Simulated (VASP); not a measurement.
# WS2 in VASP: a series of runs

WS2 is run at these levels: r2SCAN; tasks: single point.

Everything below comes from runs of VASP 6.6.1. Logs are shortened: lines on timing, memory, paths and dates and some standing lists are left out, and cuts for length are marked.

### Step 1. The cell of the first run

The cell holds a slab with vacuum, 3 atoms: a = 3.181 Å, b = 3.181 Å, c = 16.951 Å, α = 90.00°, β = 90.00°, γ = 120.00°.

### Step 2. Single point, r2SCAN

The input, POSCAR:

```
WS2
1.0
    3.1810954166      0.0000000000      0.0000000000
   -1.5905477083      2.7549094426      0.0000000000
    0.0000000000      0.0000000000     16.9507408752
W S
1 2
Direct
    0.3333333333      0.6666666667      0.0000000000
    0.6666666667      0.3333333333      0.9080224958
    0.6666666667      0.3333333333      0.0919775042
```

The input, INCAR.step1:

```
  PREC = Accurate
  ENCUT = 520
  ISMEAR = 0
  SIGMA = 0.02
  LREAL = F
  LASPH = T
  NELM = 100
  NBANDS = 20
  GGA = PE
  ALGO = Normal
  EDIFF = 1E-4
  LWAVE = T
  LCHARG = F
```

The input, INCAR.step2:

```
  PREC = Accurate
  ENCUT = 520
  EDIFF = 1E-6
  ISMEAR = 0
  SIGMA = 0.02
  LREAL = F
  LASPH = T
  NELM = 100
  ALGO = Normal
  ISIF = 2
  LWAVE = F
  LCHARG = F
  METAGGA = R2SCAN
  LMIXTAU = T
  NBANDS = 20
  ISTART = 1
```

The input, KPOINTS:

```
regular mesh
0
Gamma
  12 12 2
```

Potentials or basis: VASP PAW PBE potentials, release 64 (W_sv, S).

The run is started by

```
cat potpaw_PBE.64/W_sv/POTCAR potpaw_PBE.64/S/POTCAR > POTCAR
cp INCAR.step1 INCAR
mpirun -np 1 vasp_std > vasp.out
cp INCAR.step2 INCAR
mpirun -np 1 vasp_std > vasp.out
```

OUTCAR:

```text
PREC = Accurate
   ENCUT = 520
   EDIFF = 1E-6
   ISMEAR = 0
   LREAL = F
   LASPH = T
   NELM = 100
   ISIF = 2
   METAGGA = R2SCAN
   ISTART = 1

 ion  position               nearest neighbor table
   1  0.333  0.667  0.000-   2 2.41   3 2.41   2 2.41   3 2.41   2 2.41   3 2.41
   2  0.667  0.333  0.908-   1 2.41   1 2.41   1 2.41
   3  0.667  0.333  0.092-   1 2.41   1 2.41   1 2.41

  LATTYP: Found a hexagonal cell.
 ALAT       =     3.1810954166
 C/A-ratio  =     5.3285861175

  Lattice vectors:

 A1 = (   3.1810954166,   0.0000000000,   0.0000000000)
 A2 = (  -1.5905477083,   2.7549094426,   0.0000000000)
 A3 = (   0.0000000000,   0.0000000000,  16.9507408752)

Analysis of symmetry for initial positions (statically):
=====================================================================
 Subroutine PRICEL returns:
 Original cell was already a primitive cell.

 Routine SETGRP: Setting up the symmetry group for a
 hexagonal supercell.

 Subroutine GETGRP returns: Found 12 space group operations
 (whereof 12 operations were pure point group operations)
 out of a pool of 24 trial point group operations.

The static configuration has the point symmetry D_3h.

Analysis of symmetry for dynamics (positions and initial velocities):
=====================================================================
 Subroutine PRICEL returns:
 Original cell was already a primitive cell.

 Routine SETGRP: Setting up the symmetry group for a
 hexagonal supercell.

 Subroutine GETGRP returns: Found 12 space group operations
 (whereof 12 operations were pure point group operations)
 out of a pool of 24 trial point group operations.

The dynamic configuration has the point symmetry D_3h.

 Subroutine INISYM returns: Found 12 space group operations
 (whereof 12 operations are pure point group operations),
 and found     1 'primitive' translations

----------------------------------------------------------------------------------------

                                     Primitive cell

  volume of cell :     148.5500

  direct lattice vectors                    reciprocal lattice vectors
     3.181095417  0.000000000  0.000000000     0.314357122  0.181494169  0.000000000
    -1.590547708  2.754909443  0.000000000     0.000000000  0.362988338  0.000000000
     0.000000000  0.000000000 16.950740875     0.000000000  0.000000000  0.058994472

  length of vectors
     3.181095417  3.181095417 16.950740875     0.362988338  0.362988338  0.058994472

  position of ions in fractional coordinates (direct lattice)
     0.333333333  0.666666667  0.000000000
     0.666666667  0.333333333  0.908022496
     0.666666667  0.333333333  0.091977504

  ion indices of the primitive-cell ions
   primitive index   ion index
                 1           1
                 2           2
                 3           3

----------------------------------------------------------------------------------------

 KPOINTS: regular mesh

Automatic generation of k-mesh.
 Grid dimensions read from file:
 generate k-points for:   12   12    2

 Generating k-lattice:

  Cartesian coordinates                     Fractional coordinates (reciprocal lattice)
     0.026196427  0.015124514  0.000000000     0.083333333  0.000000000  0.000000000
     0.000000000  0.030249028  0.000000000     0.000000000  0.083333333  0.000000000
     0.000000000  0.000000000  0.029497236     0.000000000  0.000000000  0.500000000

  Length of vectors
     0.030249028  0.030249028  0.029497236

  Shift w.r.t. Gamma in fractional coordinates (k-lattice)
     0.000000000  0.000000000  0.000000000

 Subroutine IBZKPT returns following result:
 ===========================================

 Found     38 irreducible k-points:

 Following reciprocal coordinates:
            Coordinates               Weight
  0.000000  0.000000  0.000000      1.000000
  0.083333 -0.000000  0.000000      6.000000
  0.166667 -0.000000  0.000000      6.000000
  0.250000 -0.000000  0.000000      6.000000
  0.333333 -0.000000  0.000000      6.000000
  0.416667 -0.000000  0.000000      6.000000
[... 16 lines left out ...]
  0.250000 -0.000000  0.500000      6.000000
  0.333333 -0.000000  0.500000      6.000000
 [... further k-points ...]
   k-points           NKPTS =     38   k-points in BZ     NKDIM =     38   number of bands    NBANDS=     20
   number of dos      NEDOS =    301   number of ions     NIONS =      3
   total plane-waves  NPLWV =  72576
   dimension x,y,z NGX =    24 NGY =   24 NGZ =  126
   dimension x,y,z NGXF=    48 NGYF=   48 NGZF=  252
   ions per type =               1   2
   NGX,Y,Z   is equivalent  to a cutoff of  12.54, 12.54, 12.36 a.u.
   NGXF,Y,Z  is equivalent  to a cutoff of  25.09, 25.09, 24.72 a.u.
 SYSTEM =  unknown system
   PREC   = accura    normal or accurate (medium, high low for compatibility)
   ISTART =      1    job   : 0-new  1-cont  2-samecut
   ICHARG =      0    charge: 1-file 2-atom 10-const
   ISPIN  =      1    spin polarized calculation?
   LNONCOLLINEAR =      F non collinear calculations
   LSORBIT =      F    spin-orbit coupling
   LASPH  =      T    aspherical Exc in radial PAW
   ENCUT  =  520.0 eV  38.22 Ry    6.18 a.u.   5.91  5.91 31.52*2*pi/ulx,y,z
   NELM   =    100;   NELMIN=  2; NELMDL=  0     # of ELM steps
   EDIFF  = 0.1E-05   stopping-criterion for ELM
   LREAL  =      F    real-space projection
   EDIFFG = 0.1E-04   stopping-criterion for IOM
   NSW    =      0    number of steps for IOM
   IBRION =     -1    ionic relax: 0-MD 1-quasi-New 2-CG
   NFREE  =      0    steps in history (QN), initial steepest desc. (CG)
   ISIF   =      2    stress and relaxation
   ISYM   =      2    0-nonsym 1-usesym 2-fastsym
   POTIM  = 0.5000    time-step for ionic-motion
   TEBEG  =    0.0;   TEEND  =   0.0 temperature during run
   PSTRESS=    0.0 pullay stress
   NELECT =      26.0000    total number of electrons
   NUPDOWN=      -1.0000    fix difference up-down
   EMIN   =  10.00;   EMAX   =-10.00  energy-range for DOS
   EFERMI =   0.00;   METHOD = LEGACY
   ISMEAR =     0;   SIGMA  =   0.02  broadening in eV -4-tet -1-fermi 0-gaus
   EFERMI_NEDOS =   21; number of points for ismear=-14 and -15
   IALGO  =     38    algorithm
   IMIX   =      4    mixing-type and parameters
     AMIX     =   0.40;   BMIX     =  1.00
     AMIX_MAG =   1.60;   BMIX_MAG =  1.00
  volume/ion in A,a.u.               =      49.52       334.15
  Fermi-wavevector in a.u.,A,eV,Ry     =   0.915746  1.730509 11.409720  0.838591
  Thomas-Fermi vector in A             =   2.040523
   LORBIT       =      0    0 simple, 1 ext, 2 COOP (PROOUT), +10 PAW based schemes
   METAGGA = R2SCAN    functional components
   LHFCALC =     F    Hartree Fock is set to
   AEXX    =    0.0000 exact exchange contribution
   IVDW    =     0    specifies the selected vdW correction
   LEPSILON=     F    determine dielectric tensor
   LRPA    =     F    only Hartree local field effects (RPA)
 non-spin polarized calculation
 Gauss-broadening in eV      SIGMA  =   0.02
  energy-cutoff  :      520.00
  volume of cell :      148.55
 maximum number of plane-waves:      4030
 NGX is ok and might be reduce to    24
   NGX = 11   NGY = 11   NGZ = 63

 number of electron      25.9999999 magnetization

 Free energy of the ion-electron system (eV)
  ---------------------------------------------------
  ext. energy  EPLUGINS =         0.00000000
  ---------------------------------------------------
  free energy    TOTEN  =       -70.04086625 eV

  energy without entropy =      -70.04086625  energy(sigma->0) =      -70.04086625

 E-fermi :  -1.2042     XC(G=0):  -4.5953

 val. band max:       -1.3828974090   @ k =   0.0000   0.0000   0.5000
 cond. band min:       0.5275247630   @ k =   0.3333   0.3333   0.0000
 fundamental gap:      1.9104221720
 Fermi energy:        -1.2041667186

 k-point     1 :       0.0000    0.0000    0.0000
  band No.  band energies     occupation
      1     -77.3524      2.00000
      2     -40.9402      2.00000
      3     -40.7864      2.00000
      4     -40.7864      2.00000
      5     -16.8823      2.00000
      6     -15.1426      2.00000
[... 12 lines left out ...]
     19       4.6628      0.00000
     20       4.7710      0.00000

 k-point     2 :       0.0833   -0.0000    0.0000
  band No.  band energies     occupation
      1     -77.3511      2.00000
      2     -40.9357      2.00000
      3     -40.8110      2.00000
      4     -40.7921      2.00000
      5     -16.7631      2.00000
      6     -15.1004      2.00000
[... 12 lines left out ...]
     19       4.9082      0.00000
     20       5.0599      0.00000

 k-point     3 :       0.1667   -0.0000    0.0000
  band No.  band energies     occupation
      1     -77.3476      2.00000
      2     -40.9234      2.00000
      3     -40.8776      2.00000
      4     -40.8076      2.00000
      5     -16.4238      2.00000
      6     -14.9806      2.00000
[... 12 lines left out ...]
     19       5.3068      0.00000
     20       5.9467      0.00000

 k-point     4 :       0.2500   -0.0000    0.0000
  band No.  band energies     occupation
      1     -77.3428      2.00000
      2     -40.9674      2.00000
      3     -40.9064      2.00000
      4     -40.8287      2.00000
      5     -15.9208      2.00000
      6     -14.8051      2.00000
[... 12 lines left out ...]
     19       5.9179      0.00000
     20       6.4618      0.00000

 k-point     5 :       0.3333   -0.0000    0.0000
  band No.  band energies     occupation
      1     -77.3380      2.00000
      2     -41.0559      2.00000
      3     -40.8895      2.00000
      4     -40.8497      2.00000
      5     -15.3538      2.00000
      6     -14.6131      2.00000
[... 12 lines left out ...]
     19       6.4556      0.00000
     20       6.5304      0.00000

 k-point     6 :       0.4167   -0.0000    0.0000
  band No.  band energies     occupation
      1     -77.3345      2.00000
      2     -41.1199      2.00000
      3     -40.8770      2.00000
      4     -40.8650      2.00000
      5     -14.8778      2.00000
      6     -14.4595      2.00000
[... 12 lines left out ...]
     19       6.7291      0.00000
     20       6.8987      0.00000

 k-point     7 :       0.5000   -0.0000    0.0000
  band No.  band energies     occupation
      1     -77.3332      2.00000
      2     -41.1431      2.00000
      3     -40.8724      2.00000
      4     -40.8706      2.00000
      5     -14.6853      2.00000
      6     -14.4000      2.00000
[... 12 lines left out ...]
     19       6.8141      0.00000
     20       7.1602      0.00000
[... 277 lines left out ...]
 k-point    20 :       0.0000    0.0000    0.5000
  band No.  band energies     occupation
      1     -77.3524      2.00000
      2     -40.9402      2.00000
      3     -40.7864      2.00000
      4     -40.7864      2.00000
      5     -16.8823      2.00000
      6     -15.1426      2.00000
[... 12 lines left out ...]
     19       4.4350      0.00000
     20       4.9414      0.00000

 k-point    21 :       0.0833   -0.0000    0.5000
  band No.  band energies     occupation
      1     -77.3511      2.00000
      2     -40.9357      2.00000
      3     -40.8110      2.00000
      4     -40.7921      2.00000
      5     -16.7631      2.00000
      6     -15.1004      2.00000
[... 12 lines left out ...]
     19       4.6309      0.00000
     20       5.2778      0.00000

 k-point    22 :       0.1667   -0.0000    0.5000
  band No.  band energies     occupation
      1     -77.3476      2.00000
      2     -40.9234      2.00000
      3     -40.8776      2.00000
      4     -40.8076      2.00000
      5     -16.4238      2.00000
      6     -14.9806      2.00000
[... 12 lines left out ...]
     19       5.1639      0.00000
     20       6.3625      0.00000

 k-point    23 :       0.2500   -0.0000    0.5000
  band No.  band energies     occupation
      1     -77.3428      2.00000
      2     -40.9674      2.00000
      3     -40.9064      2.00000
      4     -40.8287      2.00000
      5     -15.9208      2.00000
      6     -14.8051      2.00000
[... 12 lines left out ...]
     19       5.7136      0.00000
     20       6.8592      0.00000

 k-point    24 :       0.3333   -0.0000    0.5000
  band No.  band energies     occupation
      1     -77.3380      2.00000
      2     -41.0559      2.00000
      3     -40.8895      2.00000
      4     -40.8497      2.00000
      5     -15.3538      2.00000
      6     -14.6131      2.00000
[... 12 lines left out ...]
     19       6.4078      0.00000
     20       6.5751      0.00000

 [... further k-points ...]

------------------------ aborting loop because EDIFF is reached ----------------------------------------

  FORCE on cell =-STRESS in cart. coord.  units (eV):
  Direction    XX          YY          ZZ          XY          YZ          ZX
  --------------------------------------------------------------------------------------
  -------------------------------------------------------------------------------------
  Total        0.0774930      0.0774930      0.0450270      0.0000000      0.0000000      0.0000000
  in kB        0.8357962      0.8357962      0.4856365      0.0000000      0.0000000      0.0000000
  external PRESSURE =       0.7190763 kB  Pullay stress =       0.0000000 kB

 VOLUME and BASIS-vectors are now :
 -----------------------------------------------------------------------------
  energy-cutoff  :      520.00
  volume of cell :      148.55
      direct lattice vectors                 reciprocal lattice vectors
     3.181095417  0.000000000  0.000000000     0.314357122  0.181494169  0.000000000
    -1.590547708  2.754909443  0.000000000     0.000000000  0.362988338  0.000000000
     0.000000000  0.000000000 16.950740875     0.000000000  0.000000000  0.058994472

 POSITION                                       TOTAL-FORCE (eV/Angst)
 -----------------------------------------------------------------------------------
     -0.00000      1.83661      0.00000         0.000000     -0.000000      0.000000
      1.59055      0.91830     15.39165         0.000000     -0.000000     -0.022201
      1.59055      0.91830      1.55909        -0.000000      0.000000      0.022201
 -----------------------------------------------------------------------------------
    total drift:                                0.000001     -0.000000     -0.000000

  FREE ENERGIE OF THE ION-ELECTRON SYSTEM (eV)
  ---------------------------------------------------
  free  energy   TOTEN  =       -70.0408662501 eV

  energy  without entropy=      -70.0408662501  energy(sigma->0) =      -70.04086625
```

Wall time 9.7 min (1 thread of Intel Xeon 8259CL, shared host); peak memory 0.35 GiB.

What came out:

* Free energy: -70.0409 eV
* Largest force: 0.022 eV/Å
* Band gap on the k mesh: 1.91 eV (least direct gap 1.93 eV)

Forces in eV/Å, atoms in the order of the input:
```
W    0.000  0.000  0.000
S    0.000  0.000 -0.022
S    0.000  0.000  0.022
```

Caveat: the PAW data sets were made with another functional, which shifts forces and pressure a little; spin-orbit coupling is left out, which moves the levels of the heavy elements.

### Step 3. Single point, r2SCAN

POSCAR is that of step 2.

The input, INCAR.step1:

```
SYSTEM = WS2
PREC = Accurate
ENCUT = 520
ISMEAR = 0
SIGMA = 0.02
LREAL = .FALSE.
LASPH = .TRUE.
NELM = 80
NBANDS = 20
GGA = PE
ALGO = Normal
EDIFF = 1E-4
LWAVE = .TRUE.
LCHARG = .FALSE.
```

The input, INCAR.step2:

```
SYSTEM = WS2
PREC = Accurate
ENCUT = 520
EDIFF = 1E-6
ISMEAR = 0
SIGMA = 0.02
LREAL = .FALSE.
LASPH = .TRUE.
NELM = 80
ALGO = Normal
ISIF = 2
LWAVE = .FALSE.
LCHARG = .FALSE.
METAGGA = R2SCAN
LMIXTAU = .TRUE.
NBANDS = 20
ISTART = 1
```

The input, KPOINTS:

```
Automatic mesh
0
G
  12 12 2
  0 0 0
```

Potentials or basis: VASP PAW PBE potentials, release 64 (W_sv, S).

The run is started by

```
cat potpaw_PBE.64/W_sv/POTCAR potpaw_PBE.64/S/POTCAR > POTCAR
cp INCAR.step1 INCAR
mpirun -np 1 vasp_std > vasp.out
cp INCAR.step2 INCAR
mpirun -np 1 vasp_std > vasp.out
```

It took 9.3 min on 1 thread of Intel Xeon 8259CL, shared host; peak memory 0.35 GiB.

It converged, with:

```yaml
Free_energy: -70.0409 eV
Largest_force: 0.022 eV/Å
Band_gap_on_the_k_mesh: 1.91 eV (least direct gap 1.93 eV)
```

Forces in eV/Å, atoms in the order of the input:
```
W    0.000  0.000  0.000
S    0.000  0.000 -0.022
S    0.000  0.000  0.022
```

Levels at points of the mesh, in eV from the valence-band top:
| k point | band 9 | band 10 | band 11 | band 12 | band 13 | band 14 | band 15 | band 16 | band 17 | band 18 |
| --- | --- | --- | --- | --- | --- | --- | --- | --- | --- | --- |
| (0.00, 0.00, 0.00) | -3.07 | -2.23 | -1.78 | -1.78 | 0.00 | 3.08 | 3.08 | 3.23 | 3.23 | 5.58 |
| (0.50, 0.00, 0.00) | -4.65 | -3.64 | -2.27 | -1.43 | -0.98 | 3.00 | 3.47 | 4.41 | 5.01 | 5.55 |
| (0.00, 0.00, 0.50) | -3.07 | -2.23 | -1.78 | -1.78 | 0.00 | 3.08 | 3.08 | 3.23 | 3.23 | 5.65 |
| (0.50, 0.00, 0.50) | -4.65 | -3.64 | -2.27 | -1.43 | -0.98 | 3.00 | 3.47 | 4.41 | 5.01 | 5.55 |

Caveat: the PAW data sets were made with another functional, which shifts forces and pressure a little; spin-orbit coupling is left out, which moves the levels of the heavy elements.
